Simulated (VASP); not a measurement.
Here is a VASP 6.6.1 calculation.

The input INCAR:

```
SYSTEM = Hf
ALGO = Fast ; EDIFF = 1E-7
ENCUT = 520 ; ISIF = 2
ISMEAR = 0 ; LASPH = .True.
LCHARG = .False. ; LREAL = .False.
LWAVE = .False. ; NBANDS = 17
NELM = 60 ; PREC = Accurate
SIGMA = 0.1
```

Contents of KPOINTS:

```
k-points
0
Gamma
  16 16 10
  0 0 0
```

The input POSCAR:

```
Hf
1.0
    2.8196497826      0.0000000000      0.0000000000
   -1.4098248913      2.4418883415      0.0000000000
    0.0000000000      0.0000000000      4.6292342528
Hf
2
Direct
    0.3333333333      0.6666666667      0.2500000000
    0.6666666667      0.3333333333      0.7500000000
```

Potentials or basis: VASP PAW LDA potentials, release 64 (Hf_pv).

Run with:

```sh
$ cat potpaw_LDA.64/Hf_pv/POTCAR > POTCAR
$ mpirun -np 1 vasp_std > vasp.out
```

**Question.** What does it give for the band gap on the k mesh?

**Answer.** Zero (band 10 reaches 8.82 eV, above the bottom of band 11 at 7.12 eV).

**Question.** Predict the pressure.

**Answer.** 50.1 GPa.

Stress tensor (GPa, compression positive):
```
50.06  0.00  0.00
 0.00 50.06  0.00
 0.00  0.00 50.22
```

Caveat: spin-orbit coupling is left out, which moves the levels of the heavy elements.
